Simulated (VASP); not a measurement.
Crystal: Al2Si2C.

```
CELL_PARAMETERS angstrom
1.53005 2.65013 0.00000
-1.53005 2.65013 0.00000
0.00000 -1.76675 7.93379
ATOMIC_POSITIONS crystal
Si 0.37400 0.37400 0.12200
Si 0.62600 0.62600 0.87800
Al 0.23000 0.23000 0.69000
Al 0.77000 0.77000 0.31000
C 0.00000 0.00000 0.00000
```

* Program: VASP 6.6.1
* Task: relaxation of cell and atoms
* Functional: r2SCAN
* Potentials or basis: VASP PAW PBE potentials, release 64 (Si, Al, C)
* Cutoff: 600 eV
* k mesh: 8 × 8 × 8
* Occupations: methfessel-paxton, width 0.0122 eV
* Spin: no spin polarisation

At the start: pressure 26.2 GPa; volume 12.87 Å³/atom.

**Question.** How do energy, volume and symmetry change on relaxing?

**Answer.** Over 20 steps the energy falls by 762.8 meV/atom and the volume is 12.71 Å³/atom (-1.2 %); space group R-3m (No. 166, to 0.1 Å) before and after.

Step by step:
```csv
step,energy change (eV),largest force (eV/Å),pressure (GPa),volume (Å³)
1,0.0000,5.5608,26.20,64.34
2,-1.9126,0.7752,-13.45,85.65
3,-2.1312,1.2253,-7.77,78.63
4,-3.0465,0.9009,-8.28,73.51
5,-3.3039,2.3608,-2.44,65.25
6,-3.5218,1.4927,-7.10,69.24
7,-3.5345,1.7067,-6.60,68.58
8,-3.5412,1.1805,11.69,60.18
9,-3.7118,0.4200,1.24,64.11
10,-3.7412,0.6738,0.09,64.98
11,-3.7465,0.4429,0.30,64.73
12,-3.7701,0.3403,-1.14,65.17
13,-3.7821,0.2270,-3.03,65.69
14,-3.7969,0.1517,-2.39,65.17
15,-3.8109,0.0518,-1.20,64.29
16,-3.8126,0.0608,-0.55,63.89
17,-3.8136,0.0175,-0.35,63.74
18,-3.8138,0.0235,-0.23,63.67
19,-3.8138,0.0268,-0.21,63.67
20,-3.8139,0.0076,0.00,63.57
```

Final structure:
```xyz
5
Lattice="1.4208 2.4610 0.0000 -1.4208 2.4610 0.0000 0.0000 -1.6407 9.0901" Properties=species:S:1:pos:R:3 pbc="T T T"
Si    0.0000    1.6407    1.1743
Si    0.0000    1.6407    7.9158
Al    0.0000    0.0000    5.7055
Al    0.0000    3.2813    3.3846
C     0.0000    3.2813    9.0901
```

Caveat: the PAW data sets were made with another functional, which shifts forces and pressure a little.
